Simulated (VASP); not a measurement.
A run of VASP 6.6.1:

File INCAR:

```
ALGO = Normal ; EDIFF = 1E-7
ENCUT = 520 ; GGA = PE
ISIF = 2 ; ISMEAR = -1
LASPH = T ; LCHARG = F
LREAL = F ; LWAVE = F
NBANDS = 25 ; NELM = 100
PREC = Accurate ; SIGMA = 0.05
```

Contents of KPOINTS:

```
k-points
0
Gamma
  10 10 6
```

POSCAR

```
CuO
1.0
    0.0000000000     -2.1165600000     -2.1165600000
   -2.1165600000      0.0000000000     -2.1165600000
    2.1165600000      2.1165600000     -4.2331200000
Cu O
2 2
Direct
    0.5053520000      0.4767290000      0.4906780000
    0.0255380000      0.9673820000      0.9850540000
    0.7468690000      0.7720510000      0.7607630000
    0.2676860000      0.2706830000      0.2606420000
```

Potentials or basis: VASP PAW PBE potentials, release 64 (Cu, O).

Run with:

```sh
$ cat potpaw_PBE.64/Cu/POTCAR potpaw_PBE.64/O/POTCAR > POTCAR
$ mpirun -np 1 vasp_std > vasp.out
```

Hardware: 1 thread of Intel(R) Xeon(R) Platinum 8488C (Sapphire Rapids) (shared host).

Task: How long does it take, and how much memory?

Result: Run time: 3.7 min on 1 thread of Intel(R) Xeon(R) Platinum 8488C (Sapphire Rapids) (shared host), peak memory 0.34 GiB. Counts: scf iterations 18, k points 304.
